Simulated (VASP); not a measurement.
A run of VASP 6.6.1 is set up as follows.

File INCAR:

```
SYSTEM = CrO2
PREC     = Accurate       ! precision mode
ENCUT    = 520            ! plane-wave cutoff, eV
EDIFF    = 1E-6           ! SCF threshold, eV
ISMEAR   = -1             ! smearing method
SIGMA    = 0.01           ! smearing width, eV
LREAL    = .FALSE.        ! projectors in reciprocal space
LASPH    = .TRUE.         ! aspherical terms in the spheres
NELM     = 60             ! most SCF steps
ALGO     = Normal         ! electronic algorithm
ISIF     = 2              ! what is computed and relaxed
LWAVE    = .FALSE.        ! write WAVECAR
LCHARG   = .FALSE.        ! write CHGCAR
GGA      = PS             ! functional
NBANDS   = 33             ! bands
```

Contents of KPOINTS:

```
Automatic mesh
0
G
  18 18 4
  0 0 0
```

Contents of POSCAR:

```
CrO2
1.0
    2.5875545350      0.0000000000      0.0000000000
   -1.2937772675      2.2408879610      0.0000000000
    0.0000000000      0.0000000000     10.9624474644
Cr O
2 4
Direct
    0.6666666667      0.3333333333      0.2500000000
    0.3333333333      0.6666666667      0.7500000000
    0.6666666667      0.3333333333      0.6452127640
    0.3333333333      0.6666666667      0.3547872360
    0.6666666667      0.3333333333      0.8547872360
    0.3333333333      0.6666666667      0.1452127640
```

Potentials or basis: VASP PAW PBE potentials, release 64 (Cr_pv, O).

Launch:

```bash
$ cat potpaw_PBE.64/Cr_pv/POTCAR potpaw_PBE.64/O/POTCAR > POTCAR
$ mpirun -np 1 vasp_std > vasp.out
```

Problem. Estimate the band gap on the k mesh.

Solution. 0.31 eV (least direct gap 1.57 eV).

Problem. Predict the largest force.

Solution. 0.122 eV/Å.

Problem. Estimate the pressure.

Solution. 1.1 GPa.

Forces on the atoms (eV/Å):
```
Cr   0.000  0.000  0.000
Cr   0.000  0.000  0.000
O    0.000  0.000 -0.122
O    0.000  0.000  0.122
O    0.000  0.000  0.122
O    0.000  0.000 -0.122
```

Caveat: semilocal functionals underestimate gaps, and a narrow one can read as zero; the PAW data sets were made with another functional, which shifts forces and pressure a little; the run has no spin polarisation, though such a crystal can be magnetic. Spin polarisation is off, so any magnetic state and its effect on volume and gap are missing.
